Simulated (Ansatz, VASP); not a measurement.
**Cs2AgBiBr6: VASP beside Ansatz**

```
CELL_PARAMETERS angstrom
0.00000 5.59369 5.59369
5.59369 0.00000 5.59369
5.59369 5.59369 0.00000
ATOMIC_POSITIONS crystal
Cs 0.25000 0.25000 0.25000
Cs 0.75000 0.75000 0.75000
Ag 0.50000 0.50000 0.50000
Bi 0.00000 0.00000 0.00000
Br 0.25391 0.74609 0.25391
Br 0.25391 0.74609 0.74609
Br 0.74609 0.25391 0.74609
Br 0.74609 0.25391 0.25391
Br 0.25391 0.25391 0.74609
Br 0.74609 0.74609 0.25391
```

Alike in both runs: task single point; functional PBEsol; k mesh 4 × 4 × 4; occupations gaussian, width 0.02 eV; no spin polarisation.

```csv
,VASP,Ansatz
version,VASP 6.6.1,Ansatz 0.2.0
potentials or method,"VASP PAW PBE potentials, release 64 (Cs_sv, Ag, Bi_d, Br), cutoff 520 eV","scalar-relativistic, plane waves, PAW"
valence electrons in the cell,86,94
```

```tsv
	VASP	Ansatz	Ansatz less VASP
gap on the k mesh at the Fermi level (eV)	1.10	1.09	-0.003
least direct gap on the mesh (eV)	2.33	2.33	-0.003
pressure (GPa)	0.0	0.0	-0.01
```

VASP's potentials were made for PBE, not for PBEsol. VASP's potentials hold 86 valence electrons a cell and Ansatz's 94, so a difference there can come from the potentials and not from the codes.

Spin-orbit coupling is off throughout.
